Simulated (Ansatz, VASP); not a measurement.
**One calculation of LiCl, two programs**

```
CELL_PARAMETERS angstrom
0.00000 2.56477 2.56477
2.56477 0.00000 2.56477
2.56477 2.56477 0.00000
ATOMIC_POSITIONS crystal
Cl 0.50000 0.50000 0.50000
Li 0.00000 0.00000 0.00000
```

Alike in both runs: functional PBE0; k mesh 5 × 5 × 5; occupations fermi-dirac, width 0.05 eV; no spin polarisation.

|  | VASP | Ansatz |
| --- | --- | --- |
| version | VASP 6.6.1 | Ansatz 0.2.0 |
| potentials or method | VASP PAW PBE potentials, release 64 (Cl, Li_sv) | Ansatz PAW |
| plane-wave cutoff (eV) | 520 | 420 |
| valence electrons in the cell | 10 | 10 |
| task | single point | projected density of states |

|  | VASP | Ansatz | Ansatz less VASP |
| --- | --- | --- | --- |
| gap on the k mesh at the Fermi level (eV) | 8.47 | 8.45 | -0.021 |
| least direct gap on the mesh (eV) | 8.47 | 8.45 | -0.021 |

With one functional, cell and mesh, what is left measures potentials, basis and numerics.

The k mesh is coarse, so the values compare programs but aren't converged. Noted on VASP's run: the cutoff is under 1.25 times that of the potentials, so the pressure is a little rough. Noted on Ansatz's run: odd divisions of the mesh miss points on the zone boundary, where band edges often lie, so the gap on the mesh can be too wide.
